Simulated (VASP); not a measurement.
# AlH5: single point with PBE

AlH5:

```
Al H
1.0
     3.45525    0.00000    0.00000
     0.00000    3.45525    0.00000
     0.00000    0.00000    3.45525
Al H
1 5
Direct
  0.50000 0.50000 0.50000
  0.21763 0.21763 0.21763
  0.78237 0.78237 0.21763
  0.78237 0.21763 0.78237
  0.21763 0.78237 0.78237
  0.00000 0.00000 0.00000
```

The cell was generated, and may not be a known phase.

| Item | Value |
| --- | --- |
| Program | VASP 6.6.1 |
| Task | single point |
| Functional | PBE |
| Potentials or basis | VASP PAW PBE potentials, release 64 (Al, H) |
| Cutoff | 520 eV |
| k mesh | 4 × 4 × 4 |
| Occupations | gaussian, width 0.1 eV |
| Spin | no spin polarisation |
| Dipole correction | no |
| Further INCAR settings | ALGO = Normal; EDIFF = 1e-06; NBANDS = 13 |

* Pressure: -0.2 GPa
* Largest force: 0.060 eV/Å
* Band gap on the k mesh: zero (bands 4 and 5 overlap by 0.30 eV)

Forces on the atoms (eV/Å):
```
Al   0.000  0.000  0.000
H    0.035  0.035  0.035
H   -0.035 -0.035  0.035
H   -0.035  0.035 -0.035
H    0.035 -0.035 -0.035
H    0.000  0.000  0.000
```

Levels at points of the mesh, in eV from the Fermi level:
| k point | band 1 | band 2 | band 3 | band 4 | band 5 | band 6 | band 7 | band 8 |
| --- | --- | --- | --- | --- | --- | --- | --- | --- |
| (0.00, 0.00, 0.00) | -10.27 | -0.68 | -0.68 | -0.68 | -0.04 | 6.01 | 6.01 | 11.76 |
| (0.50, 0.00, 0.00) | -8.09 | -6.68 | -0.04 | -0.04 | 2.70 | 7.86 | 7.86 | 7.97 |
| (0.50, 0.50, 0.00) | -6.58 | -4.28 | -3.77 | -3.77 | 5.15 | 6.67 | 7.51 | 7.51 |
| (0.50, 0.50, 0.50) | -5.74 | -2.67 | -2.67 | -2.67 | -0.34 | 2.59 | 2.59 | 2.59 |

Run time: 3.8 s on 1 thread of Intel(R) Xeon(R) 6975P-C (Granite Rapids) (shared host), peak memory 0.14 GiB.

Caveat: the k points lie up to 0.45 Å⁻¹ apart.
